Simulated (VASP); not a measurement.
Here is a VASP 6.6.1 calculation.

INCAR

```
SYSTEM = LiCl
PREC = Accurate ; ENCUT = 520
EDIFF = 1E-6 ; ISMEAR = 0
SIGMA = 0.01 ; LREAL = .FALSE.
LASPH = .TRUE. ; NELM = 100
ALGO = Normal ; ISIF = 2
LWAVE = .FALSE. ; LCHARG = .FALSE.
GGA = PE ; NBANDS = 12
```

File KPOINTS:

```
Automatic mesh
0
G
  4 4 4
  0 0 0
```

POSCAR

```
LiCl
1.0
    0.0000000000      2.7330425300      2.7330425300
    2.7330425300      0.0000000000      2.7330425300
    2.7330425300      2.7330425300      0.0000000000
Li Cl
1 1
Direct
    0.0000000000      0.0000000000      0.0000000000
    0.2500000000      0.2500000000      0.2500000000
```

Potentials or basis: VASP PAW PBE potentials, release 64 (Li_sv, Cl).

Launch:

```sh
$ cat potpaw_PBE.64/Li_sv/POTCAR potpaw_PBE.64/Cl/POTCAR > POTCAR
$ mpirun -np 1 vasp_std > vasp.out
```

(1) Predict the band gap on the k mesh.

Results:

(1) 6.05 eV, direct.

Caveat: the k points lie up to 0.50 Å⁻¹ apart.
